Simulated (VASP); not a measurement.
Crystal: Lu.

```
Lu
1.0
     0.00000    2.45000    2.45000
     2.45000    0.00000    2.45000
     2.45000    2.45000    0.00000
Lu
1
Direct
  0.00000 0.00000 0.00000
```

This isn't the form of Lu at room conditions, which is hcp.

* Program: VASP 6.6.1
* Task: relaxation of cell and atoms
* Functional: PBEsol
* Potentials or basis: VASP PAW PBE potentials, release 64 (Lu)
* Cutoff: 600 eV
* k mesh: 9 × 9 × 9
* Occupations: fermi-dirac, width 0.1 eV
* Spin: no spin polarisation

At the start: pressure -2.8 GPa; volume 29.41 Å³/atom.

How do energy, volume and symmetry change on relaxing?

Over 3 steps the energy falls by 18.4 meV/atom and the volume is 27.45 Å³/atom (-6.7 %); space group Fm-3m (No. 225, to 0.1 Å) before and after.

Step by step:
```csv
step,energy change (eV),largest force (eV/Å),pressure (GPa),volume (Å³)
1,0.0000,0.0000,-2.84,29.41
2,-0.0182,0.0000,0.37,27.25
3,-0.0184,0.0000,-0.02,27.45
```

Final structure:
```
Lu
1.0
     0.00000    2.39439    2.39439
     2.39439    0.00000    2.39439
     2.39439    2.39439    0.00000
Lu
1
Direct
  0.00000 0.00000 0.00000
```

Caveat: the PAW data sets were made with another functional, which shifts forces and pressure a little.
